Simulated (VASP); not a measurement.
# SnO2 (P4_2/mnm) in VASP: dielectric tensor with r2SCAN

Aim: the dielectric tensor of SnO2 with r2SCAN.

Everything below comes from runs of VASP 6.6.1. Logs are shortened: lines on timing, memory, paths and dates and some standing lists are left out, and cuts for length are marked.

**1. The cell of the first run**

The structure is tetragonal, space group P4_2/mnm (No. 136). Conventional cell: a = 4.761 Å, b = 4.761 Å, c = 3.200 Å, α = 90.00°, β = 90.00°, γ = 90.00°. Sn (site symmetry mmm) has 6 O at 2.06 to 2.07 Å within 2.7 Å. Within 2.7 Å of O (site symmetry m2m) lie 3 Sn at 2.06 to 2.07 Å and 1 O at 2.61 Å.

**2. Dielectric tensor, r2SCAN**

INCAR

```
SYSTEM = SnO2
PREC     = Accurate       ! precision mode
ENCUT    = 520            ! plane-wave cutoff, eV
EDIFF    = 1E-8           ! SCF threshold, eV
ISMEAR   = 0              ! smearing method
SIGMA    = 0.01           ! smearing width, eV
LREAL    = .FALSE.        ! projectors in reciprocal space
LASPH    = .TRUE.         ! aspherical terms in the spheres
NELM     = 100            ! most SCF steps
ALGO     = Normal         ! electronic algorithm
ISIF     = 2              ! what is computed and relaxed
LWAVE    = .FALSE.        ! write WAVECAR
LCHARG   = .FALSE.        ! write CHGCAR
METAGGA  = R2SCAN         ! meta-GGA
LMIXTAU  = .TRUE.       
LCALCEPS = .TRUE.
```

KPOINTS

```
Automatic mesh
0
G
  4 4 6
  0 0 0
```

POSCAR

```
SnO2
1.0
    4.7605761372      0.0000000000      0.0000000000
    0.0000000000      4.7605761372      0.0000000000
    0.0000000000      0.0000000000      3.2000777157
Sn O
2 4
Direct
    0.0000000000      0.0000000000      0.0000000000
    0.5000000000      0.5000000000      0.5000000000
    0.3058781046      0.3058781046      0.0000000000
    0.1941218954      0.8058781046      0.5000000000
    0.8058781046      0.1941218954      0.5000000000
    0.6941218954      0.6941218954      0.0000000000
```

Potentials or basis: VASP PAW PBE potentials, release 64 (Sn_d, O).

On the command line:

```bash
$ cat potpaw_PBE.64/Sn_d/POTCAR potpaw_PBE.64/O/POTCAR > POTCAR
$ mpirun -np 1 vasp_std > vasp.out
```

OUTCAR:

```text
SYSTEM = SnO2
   PREC = Accurate
   ENCUT = 520
   EDIFF = 1E-8
   ISMEAR = 0
   LREAL = .FALSE.
   LASPH = .TRUE.
   NELM = 100
   ISIF = 2
   METAGGA = R2SCAN

 ion  position               nearest neighbor table
   1  0.000  0.000  0.000-   3 2.06   6 2.06   5 2.07   4 2.07   4 2.07   5 2.07   2 3.73   2 3.73
                             2 3.73   2 3.73   2 3.73   2 3.73   2 3.73   2 3.73
   2  0.500  0.500  0.500-   4 2.06   5 2.06   3 2.07   6 2.07   3 2.07   6 2.07   1 3.73   1 3.73
                             1 3.73   1 3.73   1 3.73   1 3.73   1 3.73   1 3.73
   3  0.306  0.306  0.000-   1 2.06   2 2.07   2 2.07
   4  0.194  0.806  0.500-   2 2.06   1 2.07   1 2.07
   5  0.806  0.194  0.500-   2 2.06   1 2.07   1 2.07
   6  0.694  0.694  0.000-   1 2.06   2 2.07   2 2.07

  LATTYP: Found a simple tetragonal cell.
 ALAT       =     4.7605761372
 C/A-ratio  =     0.6722038727

  Lattice vectors:

 A1 = (   4.7605761372,   0.0000000000,   0.0000000000)
 A2 = (   0.0000000000,   4.7605761372,   0.0000000000)
 A3 = (   0.0000000000,   0.0000000000,   3.2000777157)

Analysis of symmetry for initial positions (statically):
=====================================================================
 Subroutine PRICEL returns:
 Original cell was already a primitive cell.

 Routine SETGRP: Setting up the symmetry group for a
 simple tetragonal supercell.

 Subroutine GETGRP returns: Found 16 space group operations
 (whereof  8 operations were pure point group operations)
 out of a pool of 16 trial point group operations.

The static configuration has the point symmetry D_2h.
 The point group associated with its full space group is D_4h.

Analysis of symmetry for dynamics (positions and initial velocities):
=====================================================================
 Subroutine PRICEL returns:
 Original cell was already a primitive cell.

 Routine SETGRP: Setting up the symmetry group for a
 simple tetragonal supercell.

 Subroutine GETGRP returns: Found 16 space group operations
 (whereof  8 operations were pure point group operations)
 out of a pool of 16 trial point group operations.

The dynamic configuration has the point symmetry D_2h.
 The point group associated with its full space group is D_4h.

 Subroutine INISYM returns: Found 16 space group operations
[... 161 lines left out ...]
 Fermi energy:         5.6278445157

 k-point     1 :       0.0000    0.0000    0.0000
  band No.  band energies     occupation
      1     -16.1808      2.00000
      2     -15.2679      2.00000
      3     -14.9676      2.00000
      4     -14.9676      2.00000
      5     -14.9453      2.00000
      6     -14.9063      2.00000
[... 805 lines left out ...]
     30   10000.0000      0.00000
     31   10000.0000      0.00000

------------------------ aborting loop because EDIFF is reached ----------------------------------------

            Ionic dipole moment: p[ion]=(   -33.32403   -33.32403   -41.60101 ) |e| Angst

 Total electronic dipole moment: p[elc]=(     4.76058     4.76058    -3.18727 ) |e| Angst

 MACROSCOPIC STATIC DIELECTRIC TENSOR (including local field effects)
 ------------------------------------------------------
           3.865476     0.000000     0.000000
          -0.000000     3.865476     0.000000
           0.000000     0.000000     4.196370
 ------------------------------------------------------

 PIEZOELECTRIC TENSOR (including local field effects) (e Angst)
          XX          YY          ZZ          XY          YZ          ZX
  --------------------------------------------------------------------------------
  x     0.00000     0.00000     0.00000     0.00000     0.00000     0.00000
  y     0.00000     0.00000     0.00000     0.00000     0.00000     0.00000
  z     0.00000     0.00000     0.00000     0.00000     0.00000     0.00000

 PIEZOELECTRIC TENSOR (including local field effects) (C/m^2)
          XX          YY          ZZ          XY          YZ          ZX
  --------------------------------------------------------------------------------
  x     0.00000     0.00000     0.00000     0.00000     0.00000     0.00000
  y     0.00000     0.00000     0.00000     0.00000     0.00000     0.00000
  z     0.00000     0.00000     0.00000     0.00000     0.00000     0.00000

 BORN EFFECTIVE CHARGES (including local field effects) (in |e|, cummulative output)
 ---------------------------------------------------------------------------------
 ion    1
    1     4.07975     0.40337     0.00000
    2     0.40337     4.07975     0.00000
    3     0.00000     0.00000     4.44238
 ion    2
    1     4.07975    -0.40337     0.00000
    2    -0.40337     4.07975     0.00000
    3     0.00000     0.00000     4.44238
 ion    3
    1    -2.03987    -0.66283     0.00000
    2    -0.66283    -2.03987     0.00000
    3     0.00000     0.00000    -2.22119
 ion    4
    1    -2.03987     0.66283     0.00000
    2     0.66283    -2.03987     0.00000
    3     0.00000     0.00000    -2.22119
 ion    5
    1    -2.03987     0.66283     0.00000
    2     0.66283    -2.03987     0.00000
    3     0.00000     0.00000    -2.22119
 ion    6
    1    -2.03987    -0.66283     0.00000
    2    -0.66283    -2.03987     0.00000
    3     0.00000     0.00000    -2.22119

  FORCE on cell =-STRESS in cart. coord.  units (eV):
  Direction    XX          YY          ZZ          XY          YZ          ZX
  --------------------------------------------------------------------------------------
  -------------------------------------------------------------------------------------
  Total        0.4028395      0.4028395      0.6637990      0.0000000      0.0000000      0.0000000
  in kB        8.8994481      8.8994481     14.6645124      0.0000000      0.0000000      0.0000000
  external PRESSURE =      10.8211362 kB  Pullay stress =       0.0000000 kB

 VOLUME and BASIS-vectors are now :
 -----------------------------------------------------------------------------
  energy-cutoff  :      520.00
  volume of cell :       72.52
      direct lattice vectors                 reciprocal lattice vectors
     4.760576137  0.000000000  0.000000000     0.210058609  0.000000000  0.000000000
     0.000000000  4.760576137  0.000000000     0.000000000  0.210058609  0.000000000
     0.000000000  0.000000000  3.200077716     0.000000000  0.000000000  0.312492411

 POSITION                                       TOTAL-FORCE (eV/Angst)
 -----------------------------------------------------------------------------------
      0.00000      0.00000      0.00000        -0.000000      0.000000     -0.000000
      2.38029      2.38029      1.60004        -0.000000      0.000000     -0.000000
      1.45616      1.45616      0.00000        -0.016675     -0.016675      0.000000
      0.92413      3.83644      1.60004         0.016675     -0.016675     -0.000000
      3.83644      0.92413      1.60004        -0.016675      0.016675     -0.000000
      3.30442      3.30442      0.00000         0.016675      0.016675     -0.000000
 -----------------------------------------------------------------------------------
    total drift:                                0.000000      0.000000     -0.000000

  FREE ENERGIE OF THE ION-ELECTRON SYSTEM (eV)
  ---------------------------------------------------
  free  energy   TOTEN  =       -84.5968638892 eV

  energy  without entropy=      -84.5968638892  energy(sigma->0) =      -84.59686389
```

stdout:

```text
POSCAR found type information on POSCAR SnO
 POSCAR found :  2 types and       6 ions
 scaLAPACK will be used
 -----------------------------------------------------------------------------
[... 111 lines left out ...]
 p_tot=( -0.286E+02 -0.286E+02 -0.448E+02 )
dp_tot=(  0.661E-06  0.114E-01 -0.243E-09 )  diag[e(oo)]=(    ---    3.84734    ---   )
 p_tot=( -0.286E+02 -0.286E+02 -0.448E+02 )
dp_tot=(  0.667E-06  0.114E-01 -0.243E-09 )  diag[e(oo)]=(    ---    3.85432    ---   )
 p_tot=( -0.286E+02 -0.286E+02 -0.448E+02 )
dp_tot=(  0.668E-06  0.115E-01 -0.244E-09 )  diag[e(oo)]=(    ---    3.85749    ---   )
 p_tot=( -0.286E+02 -0.286E+02 -0.448E+02 )
dp_tot=(  0.667E-06  0.115E-01 -0.244E-09 )  diag[
```

Run time: 75 min. Hardware: 1 thread of Oxide Virtual Turin-like, shared host; peak memory 0.4 GiB.

Results:

* Band gap on the k mesh: 1.79 eV
* Electronic dielectric tensor (diagonal): 3.87, 3.87, 4.20
* Born charges (mean of the diagonal): Sn +4.20; O -2.10 e

Electronic dielectric tensor:
```
3.87 0.00 0.00
0.00 3.87 0.00
0.00 0.00 4.20
```

Born effective charge tensors (e):
atom 1, Sn
```
4.08 0.40 0.00
0.40 4.08 0.00
0.00 0.00 4.44
```
atom 2, Sn
```
 4.08 -0.40  0.00
-0.40  4.08  0.00
 0.00  0.00  4.44
```
atom 3, O
```
-2.04 -0.66  0.00
-0.66 -2.04  0.00
 0.00  0.00 -2.22
```
atom 4, O
```
-2.04  0.66  0.00
 0.66 -2.04  0.00
 0.00  0.00 -2.22
```
atom 5, O
```
-2.04  0.66  0.00
 0.66 -2.04  0.00
 0.00  0.00 -2.22
```
atom 6, O
```
-2.04 -0.66  0.00
-0.66 -2.04  0.00
 0.00  0.00 -2.22
```

Dipole moments of the cell (e·Å, modulo the quantum): ionic -33.324, -33.324, -41.601; electronic 4.761, 4.761, -3.187

Caveat: the PAW data sets were made with another functional, which shifts forces and pressure a little; spin-orbit coupling is left out, which moves the levels of the heavy elements.
